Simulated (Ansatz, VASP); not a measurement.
**CsSnBr3 in VASP and in Ansatz**

```
Cs Sn Br
1.0
     5.76531    0.00000    0.00000
     0.00000    5.76531    0.00000
     0.00000    0.00000    5.76531
Cs Sn Br
1 1 3
Direct
  0.00000 0.00000 0.00000
  0.50000 0.50000 0.50000
  0.50000 0.00000 0.50000
  0.50000 0.50000 0.00000
  0.00000 0.50000 0.50000
```

Alike in both runs: functional PBEsol; k mesh 6 × 6 × 6; occupations gaussian, width 0.02 eV; no spin polarisation.

Ansatz relaxed the structure, and its values are those at the end. VASP's run is a single point on that final structure, the one shown.

|  | VASP | Ansatz |
| --- | --- | --- |
| version | VASP 6.6.1 | Ansatz 0.2.0 |
| potentials or method | VASP PAW PBE potentials, release 64 (Cs_sv, Sn_d, Br), cutoff 500 eV | scalar-relativistic, plane waves, PAW |
| valence electrons in the cell | 44 | 44 |

VASP gave:

| Quantity | Value |
| --- | --- |
| gap on the k mesh at the Fermi level (eV) | 0.21 |
| least direct gap on the mesh (eV) | 0.21 |
| pressure (GPa) | 0.0 |

Problem. Which values does Ansatz return?

Solution. gap on the k mesh at the Fermi level (eV): 0.22; least direct gap on the mesh (eV): 0.22; pressure (GPa): 0.0.

VASP's potentials were made for PBE, not for PBEsol. With one functional, cell and mesh, what is left measures potentials, basis and numerics.

Spin-orbit coupling is off throughout.
